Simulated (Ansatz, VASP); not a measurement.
# TePb: VASP beside Ansatz

```
CELL_PARAMETERS angstrom
4.00229 0.00000 0.00000
0.00000 4.00229 0.00000
0.00000 0.00000 4.00229
ATOMIC_POSITIONS crystal
Pb 0.00000 0.00000 0.00000
Te 0.50000 0.50000 0.50000
```

Alike in both runs: task single point; functional PBE; k mesh 7 × 7 × 7; occupations gaussian, width 0.017 eV; no spin polarisation.

|  | VASP | Ansatz |
| --- | --- | --- |
| version | VASP 6.6.1 | Ansatz 0.2.0 |
| potentials or method | VASP PAW PBE potentials, release 64 (Pb_d, Te) | Ansatz PAW |
| plane-wave cutoff (eV) | 520 | 420 |
| valence electrons in the cell | 20 | 30 |

Ansatz gave:

```
gap on the k mesh at the Fermi level (eV) : none
pressure (GPa)                            : 0.1
```

Q: Which values does VASP return?

A: gap on the k mesh at the Fermi level (eV): none; pressure (GPa): 0.0.

A gap of «none» marks a metal or a gap that the smearing closes. The functional is the same, so the differences come from potentials, cutoffs and numerics. VASP's potentials hold 20 valence electrons a cell and Ansatz's 30, so a difference there can come from the potentials and not from the codes.

Spin-orbit coupling is off throughout.
